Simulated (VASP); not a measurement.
Crystal: GaAs.

```
Ga As
1.0
     0.00000    2.74438    2.74438
     2.74438    0.00000    2.74438
     2.74438    2.74438    0.00000
Ga As
1 1
Cartesian
  0.0000 0.0000 0.0000
  1.3722 1.3722 1.3722
```

```yaml
Program: VASP 6.6.1
Task: relaxation of cell and atoms
Functional: PBE
Potentials_or_basis: VASP PAW PBE potentials, release 64 (Ga_d, As)
Cutoff: 600 eV
k_mesh: 8 × 8 × 8
Occupations: fermi-dirac, width 0.02 eV
Spin: no spin polarisation
```

At the start: pressure 11.7 GPa; volume 20.67 Å³/atom.

Q: Where does the relaxation end?

A: Over 3 steps the energy falls by 99.1 meV/atom and the volume is 23.76 Å³/atom (+14.9 %); space group F-43m (No. 216, to 0.05 Å).

The path:
```tsv
step	energy change (eV)	largest force (eV/Å)	pressure (GPa)	volume (Å³)
1	0.0000	0.0000	11.72	41.34
2	-0.1561	0.0000	-3.60	51.06
3	-0.1982	0.0000	0.01	47.52
```

Final structure:
```yaml
crystal:
  lattice:
    - [0.00000, 2.87478, 2.87478]
    - [2.87478, 0.00000, 2.87478]
    - [2.87478, 2.87478, 0.00000]
  atoms:
    - { symbol: Ga, position: [0.00000, 0.00000, 0.00000] }
    - { symbol: As, position: [0.25000, 0.25000, 0.25000] }
```
